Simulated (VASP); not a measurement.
# Si16B (a cell with a defect) in VASP: single point with PBEsol

Aim: the single point of Si16B (a cell with a defect) with PBEsol.

Everything below comes from runs of VASP 6.6.1. Logs are shortened: lines on timing, memory, paths and dates and some standing lists are left out, and cuts for length are marked.

## Step 1: The cell of the first run

The cell holds a defect, 17 atoms: a = 7.679 Å, b = 7.679 Å, c = 7.679 Å, α = 60.00°, β = 60.00°, γ = 60.00°.

## Step 2: Single point, PBEsol, collinear spin

INCAR reads:

```
SYSTEM = Si16B
  PREC = Accurate
  ENCUT = 520
  EDIFF = 1E-6
  ISMEAR = 0
  SIGMA = 0.02
  LREAL = Auto
  LASPH = .True.
  NELM = 150
  ALGO = Normal
  ISIF = 2
  LWAVE = .False.
  LCHARG = .False.
  ISPIN = 2
  MAGMOM = 0 0 0 0 0 0 0 0 0 0 0 0 0 0 0 0 1
  LORBIT = 11
  GGA = PS
  NBANDS = 52
```

KPOINTS reads:

```
regular mesh
0
Gamma
  2 2 2
  0 0 0
```

POSCAR reads:

```
Si16B
1.0
    0.0000000000      5.4300000000      5.4300000000
    5.4300000000      0.0000000000      5.4300000000
    5.4300000000      5.4300000000      0.0000000000
Si B
16 1
Direct
   -0.0040230325     -0.0041148857      0.0119915478
    0.1272176393      0.1274883039      0.1229060217
   -0.0016752621     -0.0012805368      0.4980240208
    0.1263991902      0.1248046756      0.6284137215
    0.0008307655      0.4999114548     -0.0008754993
    0.1270052277      0.6223200886      0.1226846322
   -0.0032759116      0.5086855072      0.4968449526
    0.1271434749      0.6233048657      0.6264752326
    0.4995753977      0.0016328170     -0.0009694799
    0.6224437547      0.1270708721      0.1227252636
    0.5100644883     -0.0036429734      0.4965834811
    0.6230865660      0.1275528366      0.6265852164
    0.4989981473      0.4989849412     -0.0013627258
    0.6244208267      0.6253328825      0.1230064244
    0.4998315785      0.5001003353      0.4994693750
    0.6225538022      0.6224550947      0.6266026703
    0.8774934474      0.8732230208      0.3853181449
```

Potentials or basis: VASP PAW PBE potentials, release 64 (Si, B).

The run is started by

```
> cat potpaw_PBE.64/Si/POTCAR potpaw_PBE.64/B/POTCAR > POTCAR
> mpirun -np 1 vasp_std > vasp.out
```

OUTCAR:

```text
SYSTEM = Si16B
   PREC = Accurate
   ENCUT = 520
   EDIFF = 1E-6
   ISMEAR = 0
   LREAL = Auto
   LASPH = .True.
   NELM = 150
   ISIF = 2
   ISPIN = 2
   LORBIT = 11
   GGA = PS

 ion  position               nearest neighbor table
   1  0.996  0.996  0.012-  17 2.34  10 2.34   6 2.34   2 2.35   4 2.41
   2  0.127  0.127  0.123-   9 2.33   5 2.34   1 2.35   3 2.35
   3  0.998  0.999  0.498-  17 2.25   2 2.35  12 2.35   8 2.35   4 2.41
   4  0.126  0.125  0.628-   1 2.41  11 2.41   7 2.41   3 2.41
   5  0.001  0.500  0.999-   6 2.33   2 2.34   8 2.34  14 2.36
   6  0.127  0.622  0.123-  13 2.33   5 2.33   1 2.34   7 2.35
   7  0.997  0.509  0.497-  17 2.29   6 2.35  16 2.35   8 2.35   4 2.41
   8  0.127  0.623  0.626-   5 2.34  15 2.34   7 2.35   3 2.35
   9  0.500  0.002  0.999-  10 2.33   2 2.33  12 2.34  14 2.36
  10  0.622  0.127  0.123-  13 2.33   9 2.33   1 2.34  11 2.35
  11  0.510  0.996  0.497-  17 2.31  10 2.35  16 2.35  12 2.35   4 2.41
  12  0.623  0.128  0.627-   9 2.34  15 2.34  11 2.35   3 2.35
  13  0.499  0.499  0.999-  10 2.33   6 2.33  16 2.33  14 2.36
  14  0.624  0.625  0.123-  13 2.36   9 2.36   5 2.36  15 2.36
  15  0.500  0.500  0.499-  16 2.33  12 2.34   8 2.34  14 2.36
  16  0.623  0.622  0.627-  13 2.33  15 2.33  11 2.35   7 2.35
  17  0.877  0.873  0.385-   3 2.25   7 2.29  11 2.31   1 2.34

  LATTYP: Found a face centered cubic cell.
 ALAT       =    10.8600000000

  Lattice vectors:

 A1 = (   0.0000000000,   5.4300000000,   5.4300000000)
 A2 = (   5.4300000000,   0.0000000000,   5.4300000000)
 A3 = (   5.4300000000,   5.4300000000,   0.0000000000)

Analysis of symmetry for initial positions (statically):
=====================================================================
 Subroutine PRICEL returns:
 Original cell was already a primitive cell.

 Routine SETGRP: Setting up the symmetry group for a
 face centered cubic supercell.

 Subroutine GETGRP returns: Found  1 space group operations
 (whereof  1 operations were pure point group operations)
 out of a pool of 48 trial point group operations.

The static configuration has the point symmetry C_1 .

Analysis of symmetry for dynamics (positions and initial velocities):
=====================================================================
 Subroutine PRICEL returns:
 Original cell was already a primitive cell.

 Routine SETGRP: Setting up the symmetry group for a
 face centered cubic supercell.

 Subroutine GETGRP returns: Found  1 space group operations
 (whereof  1 operations were pure point group operations)
 out of a pool of 48 trial point group operations.

The dynamic configuration has the point symmetry C_1 .

Analysis of structural, dynamic, and magnetic symmetry:
=====================================================================
 Subroutine PRICEL returns:
 Original cell was already a primitive cell.

 Routine SETGRP: Setting up the symmetry group for a
 face centered cubic supercell.

 Subroutine GETGRP returns: Found  1 space group operations
 (whereof  1 operations were pure point group operations)
 out of a pool of 48 trial point group operations.

The overall configuration has the point symmetry C_1 .

 Subroutine INISYM returns: Found  1 space group operations
 (whereof  1 operations are pure point group operations),
 and found     1 'primitive' translations

----------------------------------------------------------------------------------------

                                     Primitive cell

  volume of cell :     320.2060

  direct lattice vectors                    reciprocal lattice vectors
     0.000000000  5.430000000  5.430000000    -0.092081031  0.092081031  0.092081031
     5.430000000  0.000000000  5.430000000     0.092081031 -0.092081031  0.092081031
     5.430000000  5.430000000  0.000000000     0.092081031  0.092081031 -0.092081031

  length of vectors
     7.679179644  7.679179644  7.679179644     0.159489025  0.159489025  0.159489025

  position of ions in fractional coordinates (direct lattice)
     0.995976967  0.995885114  0.011991548
     0.127217639  0.127488304  0.122906022
     0.998324738  0.998719463  0.498024021
     0.126399190  0.124804676  0.628413722
     0.000830765  0.499911455  0.999124501
     0.127005228  0.622320089  0.122684632
[... 9 lines left out ...]
     0.622553802  0.622455095  0.626602670
     0.877493447  0.873223021  0.385318145

  ion indices of the primitive-cell ions
   primitive index   ion index
                 1           1
[... 62 lines left out ...]
   PREC   = accura    normal or accurate (medium, high low for compatibility)
   ISTART =      0    job   : 0-new  1-cont  2-samecut
   ICHARG =      2    charge: 1-file 2-atom 10-const
   ISPIN  =      2    spin polarized calculation?
   LNONCOLLINEAR =      F non collinear calculations
   LSORBIT =      F    spin-orbit coupling
   LASPH  =      T    aspherical Exc in radial PAW
   ENCUT  =  520.0 eV  38.22 Ry    6.18 a.u.  14.28 14.28 14.28*2*pi/ulx,y,z
   NELM   =    150;   NELMIN=  2; NELMDL= -5     # of ELM steps
   EDIFF  = 0.1E-05   stopping-criterion for ELM
   LREAL  =      T    real-space projection
   EDIFFG = 0.1E-04   stopping-criterion for IOM
   NSW    =      0    number of steps for IOM
   IBRION =     -1    ionic relax: 0-MD 1-quasi-New 2-CG
   NFREE  =      0    steps in history (QN), initial steepest desc. (CG)
   ISIF   =      2    stress and relaxation
   ISYM   =      2    0-nonsym 1-usesym 2-fastsym
   POTIM  = 0.5000    time-step for ionic-motion
   TEBEG  =    0.0;   TEEND  =   0.0 temperature during run
   PSTRESS=    0.0 pullay stress
   NELECT =      67.0000    total number of electrons
   NUPDOWN=      -1.0000    fix difference up-down
   EMIN   =  10.00;   EMAX   =-10.00  energy-range for DOS
   EFERMI =   0.00;   METHOD = LEGACY
   ISMEAR =     0;   SIGMA  =   0.02  broadening in eV -4-tet -1-fermi 0-gaus
   EFERMI_NEDOS =   21; number of points for ismear=-14 and -15
   IALGO  =     38    algorithm
   IMIX   =      4    mixing-type and parameters
     AMIX     =   0.40;   BMIX     =  1.00
     AMIX_MAG =   1.60;   BMIX_MAG =  1.00
  volume/ion in A,a.u.               =      18.84       127.11
  Fermi-wavevector in a.u.,A,eV,Ry     =   0.971904  1.836632 12.852022  0.944597
  Thomas-Fermi vector in A             =   2.102159
   LORBIT       =     11    0 simple, 1 ext, 2 COOP (PROOUT), +10 PAW based schemes
   GGA     = PS    functional components
   LHFCALC =     F    Hartree Fock is set to
   AEXX    =    0.0000 exact exchange contribution
   IVDW    =     0    specifies the selected vdW correction
   LEPSILON=     F    determine dielectric tensor
   LRPA    =     F    only Hartree local field effects (RPA)
 spin polarized calculation
 Gauss-broadening in eV      SIGMA  =   0.02
  energy-cutoff  :      520.00
  volume of cell :      320.21
 maximum number of plane-waves:      8646
 NGX is ok and might be reduce to    60
   NGX = 29   NGY = 29   NGZ = 29

 number of electron      67.0000000 magnetization      -0.0000562

 number of electron      67.0000000 magnetization       0.0000990

 Free energy of the ion-electron system (eV)
  ---------------------------------------------------
  ext. energy  EPLUGINS =         0.00000000
  ---------------------------------------------------
  free energy    TOTEN  =       -94.29048850 eV

  energy without entropy =      -94.29048850  energy(sigma->0) =      -94.29048850

 E-fermi :   6.2337     XC(G=0):  -9.7076

 val. band max:        6.1417318793   @ k =   0.0000   0.0000   0.5000
 cond. band min:       6.3392301374   @ k =   0.0000   0.0000   0.0000
 fundamental gap:      0.1974982581
 Fermi energy:         6.2337231950

 spin component 1

 k-point     1 :       0.0000    0.0000    0.0000
  band No.  band energies     occupation
      1      -6.3483      1.00000
      2      -3.9436      1.00000
      3      -3.8831      1.00000
      4      -3.8705      1.00000
      5      -3.8363      1.00000
      6      -2.4953      1.00000
[... 373 lines left out ...]
     44       9.9309      0.00000
     45      10.0460      0.00000
 Fermi energy:         6.2337231950

 spin component 2

 k-point     1 :       0.0000    0.0000    0.0000
  band No.  band energies     occupation
      1      -6.3483      1.00000
      2      -3.9436      1.00000
      3      -3.8831      1.00000
      4      -3.8705      1.00000
      5      -3.8363      1.00000
      6      -2.4953      1.00000
[... 373 lines left out ...]
     44       9.9309      0.00000
     45      10.0460      0.00000
 [bands above 45 left out]

------------------------ aborting loop because EDIFF is reached ----------------------------------------

  FORCE on cell =-STRESS in cart. coord.  units (eV):
  Direction    XX          YY          ZZ          XY          YZ          ZX
  --------------------------------------------------------------------------------------
  -------------------------------------------------------------------------------------
  Total        2.7051041      2.6905919      2.7190662      0.0153343      0.0816171      0.1194834
  in kB       13.5352125     13.4625996     13.6050728      0.0767264      0.4083778      0.5978450
  external PRESSURE =      13.5342950 kB  Pullay stress =       0.0000000 kB

 VOLUME and BASIS-vectors are now :
 -----------------------------------------------------------------------------
  energy-cutoff  :      520.00
  volume of cell :      320.21
      direct lattice vectors                 reciprocal lattice vectors
     0.000000000  5.430000000  5.430000000    -0.092081031  0.092081031  0.092081031
     5.430000000  0.000000000  5.430000000     0.092081031 -0.092081031  0.092081031
     5.430000000  5.430000000  0.000000000     0.092081031  0.092081031 -0.092081031

 POSITION                                       TOTAL-FORCE (eV/Angst)
 -----------------------------------------------------------------------------------
      5.47277      5.47327     10.81581         0.001540      0.002379      0.005202
      1.35964      1.35817      1.38305        -0.005704     -0.012334     -0.003505
      8.12732      8.12517     10.84395         0.011533      0.014643      0.020177
      4.08998      4.09863      1.36404         0.006062      0.006447     -0.017685
      8.13977      5.42976      2.71903        -0.000767      0.004936     -0.007484
      4.04538      1.35582      4.06884         0.001950     -0.020564      0.003632
[... 9 lines left out ...]
      6.78238      6.78292      6.76040        -0.004564     -0.007701     -0.000572
      6.83388      6.85707      9.50639        -0.004635     -0.003133      0.005160
 -----------------------------------------------------------------------------------
    total drift:                                0.000554     -0.002076      0.000063

  FREE ENERGIE OF THE ION-ELECTRON SYSTEM (eV)
  ---------------------------------------------------
  free  energy   TOTEN  =       -94.2904884955 eV

  energy  without entropy=      -94.2904884955  energy(sigma->0) =      -94.29048850

 total charge

# of ion       s       p       d       tot
------------------------------------------
    1        0.740   0.942   0.000   1.682
    2        0.758   0.929   0.000   1.687
    3        0.740   0.943   0.000   1.683
    4        0.783   0.884   0.000   1.667
    5        0.743   0.952   0.000   1.695
    6        0.757   0.933   0.000   1.690
[... 9 lines left out ...]
   16        0.758   0.931   0.000   1.689
   17        0.816   0.763   0.000   1.578
--------------------------------------------------
tot         12.816  15.760   0.000  28.576

 magnetization (x)

# of ion       s       p       d       tot
------------------------------------------
    1       -0.000  -0.000   0.000  -0.000
    2       -0.000  -0.000   0.000  -0.000
    3       -0.000  -0.000   0.000  -0.000
    4       -0.000   0.000   0.000   0.000
    5        0.000   0.000   0.000   0.000
    6       -0.000  -0.000   0.000  -0.000
[... 9 lines left out ...]
   16       -0.000  -0.000   0.000  -0.000
   17       -0.000  -0.000   0.000  -0.000
--------------------------------------------------
tot         -0.000  -0.000   0.000  -0.000
```

Run time: 14 min. Hardware: 1 thread of AMD EPYC 7R43 (Zen 3), shared host; peak memory 0.67 GiB.

Results:

```yaml
Free_energy: -94.2905 eV
Pressure: 1.4 GPa
Largest_force: 0.027 eV/Å
Net_moment: 0.00 μB per cell
Valence_electrons_inside_the_program's_atomic_spheres: Si 1.68, 1.69, 1.67, 1.70 (each value once); B 1.58
```

Forces on the atoms (eV/Å):
```
Si   0.002  0.002  0.005
Si  -0.006 -0.012 -0.004
Si   0.012  0.015  0.020
Si   0.006  0.006 -0.018
Si  -0.001  0.005 -0.007
Si   0.002 -0.021  0.004
Si  -0.011  0.011 -0.001
Si   0.005 -0.003  0.000
Si   0.007  0.001 -0.008
Si  -0.016  0.004  0.005
Si   0.006 -0.010  0.000
Si  -0.003  0.000  0.002
Si   0.008  0.009 -0.010
Si   0.003  0.010  0.012
Si  -0.004 -0.006 -0.006
Si  -0.005 -0.008 -0.001
B   -0.005 -0.003  0.005
```

Stress tensor (GPa, compression positive):
```
1.35 0.01 0.06
0.01 1.35 0.04
0.06 0.04 1.36
```

Levels at points of the mesh, in eV from the Fermi level:
Spin up:
```tsv
k point	band 30	band 31	band 32	band 33	band 34	band 35	band 36	band 37
(0.00, 0.00, 0.00)	-1.44	-0.32	-0.31	-0.31	0.11	0.16	0.20	0.44
(0.50, 0.00, 0.00)	-1.18	-1.14	-1.00	-0.98	-0.13	0.96	1.07	1.19
(0.00, 0.50, 0.00)	-1.18	-1.15	-1.00	-0.98	-0.14	0.95	1.06	1.19
(0.00, 0.00, 0.50)	-1.17	-1.14	-1.01	-0.99	-0.09	0.99	1.06	1.19
(0.50, 0.50, 0.50)	-1.18	-1.16	-0.99	-0.98	-0.18	0.96	1.03	1.20
(0.50, 0.50, 0.00)	-1.66	-1.66	-1.56	-0.62	0.31	1.03	1.19	1.22
(0.00, 0.50, 0.50)	-1.67	-1.65	-1.56	-0.62	0.31	1.03	1.19	1.20
(0.50, 0.00, 0.50)	-1.68	-1.64	-1.56	-0.63	0.32	1.05	1.19	1.19
```
Spin down:
```csv
k point,band 31,band 32,band 33,band 34,band 35,band 36
"(0.00, 0.00, 0.00)",-0.32,-0.31,-0.31,0.11,0.16,0.20
"(0.50, 0.00, 0.00)",-1.14,-1.00,-0.98,-0.13,0.96,1.07
"(0.00, 0.50, 0.00)",-1.15,-1.00,-0.98,-0.14,0.95,1.06
"(0.00, 0.00, 0.50)",-1.14,-1.01,-0.99,-0.09,0.99,1.06
"(0.50, 0.50, 0.50)",-1.16,-0.99,-0.98,-0.18,0.96,1.03
"(0.50, 0.50, 0.00)",-1.66,-1.56,-0.62,0.31,1.03,1.19
"(0.00, 0.50, 0.50)",-1.65,-1.56,-0.62,0.31,1.03,1.19
"(0.50, 0.00, 0.50)",-1.64,-1.56,-0.63,0.32,1.05,1.19
```

Caveat: the k points lie up to 0.50 Å⁻¹ apart; the PAW data sets were made with another functional, which shifts forces and pressure a little.
